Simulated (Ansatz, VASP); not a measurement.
**Sb in VASP and in Ansatz**

The input INCAR:

```
SYSTEM = Sb
  PREC = Accurate
  ENCUT = 600
  EDIFF = 1E-7
  ISMEAR = -1
  SIGMA = 0.1
  LREAL = .False.
  LASPH = .True.
  NELM = 100
  ALGO = Normal
  ISIF = 3
  LWAVE = .False.
  LCHARG = .False.
  GGA = RE
  IBRION = 2
  NSW = 80
  EDIFFG = -0.01
```

File KPOINTS:

```
Automatic mesh
0
Gamma
  10 10 10
  0 0 0
```

The input POSCAR:

```
Sb
1.0
    3.0848839383      0.0000000000      0.0000000000
    0.0000000000      3.0848839383      0.0000000000
    0.0000000000      0.0000000000      3.0848839383
Sb
1
Direct
    0.0000000000      0.0000000000      0.0000000000
```

Input for Ansatz:

```yaml
crystal:
  lattice:
    - [3.0848839383, 0.0, 0.0]
    - [0.0, 3.0848839383, 0.0]
    - [0.0, 0.0, 3.0848839383]
  atoms:
    - { symbol: Sb, position: [0.0, 0.0, 0.0] }
hamiltonian:
  xc: revpbe
  pseudopotentials:
    kind: paw
    azcp:
      Sb: "pseudopotentials/Sb.paw.azcp"
basis:
  ecutwfc: 420
  fft_grid_basis: typed
kpoints:
  mp_grid: { grid: [10, 10, 10], shift: [0, 0, 0] }
magnetization:
  spin_polarized: false
scf:
  occupations: { method: fermi_dirac, width: 0.1 }
relax:
  max_steps: 60
  f_tol: 0.01
  cell: {}
output:
  write_density: true
  write_potential: true
  elf: true
  volumetric_format: npy
```

Alike in both runs: task relaxation of cell and atoms; functional revPBE; k mesh 10 × 10 × 10; occupations fermi-dirac, width 0.1 eV; no spin polarisation.

|  | VASP | Ansatz |
| --- | --- | --- |
| version | VASP 6.6.1 | Ansatz 0.2.0 |
| potentials or method | VASP PAW PBE potentials, release 64 (Sb), cutoff 600 eV | plane waves (420 eV) with PAW, scalar-relativistic |
| valence electrons in the cell | 5 | 15 |

VASP gave:

```
relaxed volume (Å³/atom)                                     : 30.40
relaxed cell length with the largest relative difference (Å) : 3.121
```

Q: What did Ansatz give for the same quantities?

A: Relaxed volume (Å³/atom): 30.45; relaxed cell length with the largest relative difference (Å): 3.123.

VASP's potentials were made for PBE, not for revPBE. VASP's potentials hold 5 valence electrons a cell and Ansatz's 15, so a difference there can come from the potentials and not from the codes.

Spin-orbit coupling is off throughout.
